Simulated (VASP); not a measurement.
A run of VASP 6.6.1:

INCAR

```
  PREC = Accurate
  ENCUT = 520
  EDIFF = 1E-6
  ISMEAR = 0
  SIGMA = 0.1
  LREAL = False
  LASPH = True
  NELM = 60
  ALGO = Normal
  ISIF = 2
  LWAVE = False
  LCHARG = False
  GGA = PE
  NBANDS = 21
```

File KPOINTS:

```
Automatic mesh
0
Gamma
  12 12 4
```

File POSCAR:

```
Si2C
1.0
    2.9231748960      0.0000000000      0.0000000000
   -1.4615874480      2.5315437196      0.0000000000
    0.0000000000      0.0000000000      8.8415960315
Si C
4 2
Direct
    0.3333333333      0.6666666667      0.6131577311
    0.6666666667      0.3333333333      0.1131577311
    0.3333333333      0.6666666667      0.8868422689
    0.6666666667      0.3333333333      0.3868422689
    0.3333333333      0.6666666667      0.2500000000
    0.6666666667      0.3333333333      0.7500000000
```

Potentials or basis: VASP PAW PBE potentials, release 64 (Si, C).

Launch:

```sh
$ cat potpaw_PBE.64/Si/POTCAR potpaw_PBE.64/C/POTCAR > POTCAR
$ mpirun -np 1 vasp_std > vasp.out
```

Hardware: 1 thread of Intel Xeon 6975P-C, with other jobs on the host.

Task: How long does it take, and how much memory?

Result: It took 74 s on 1 thread of Intel Xeon 6975P-C (shared host), peak memory 0.22 GiB. Counts: scf iterations 13, k points 57.
